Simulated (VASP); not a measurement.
Runs of VASP 6.6.1 on H. The structure is that of space group P6_3/mmc (No. 194), or close to it. The cells are those of the table. 

```tsv
cell	gap on the mesh (eV)	pressure (GPa)	moment (μB)
a = 5.487, b = 5.487, c = 3.879 Å, angles 90.0, 90.0, 120.0°, 2 atoms	(b)	0.1	2.00
a = 5.269, b = 5.269, c = 4.206 Å, angles 90.0, 90.0, 120.0°, 2 atoms	(a)	0.0	2.00
a = 5.599, b = 5.599, c = 3.725 Å, angles 90.0, 90.0, 120.0°, 2 atoms	6.65	0.1	2.00
a = 5.378, b = 5.378, c = 4.293 Å, angles 90.0, 90.0, 120.0°, 2 atoms	6.77	0.0	2.00
a = 5.165, b = 5.165, c = 4.654 Å, angles 90.0, 90.0, 120.0°, 2 atoms	6.90	0.0	2.00
```

Alike in all rows: task single point; level PBE; potentials or basis VASP PAW PBE potentials, release 64 (H); spin collinear, ferromagnetic start; k mesh 6 × 6 × 6; cutoff (eV) 520; smearing gaussian 0.05 eV.

Q: Fill in the values left out.

A: (a) 6.74; (b) 6.68.

A k mesh can miss the band edges.
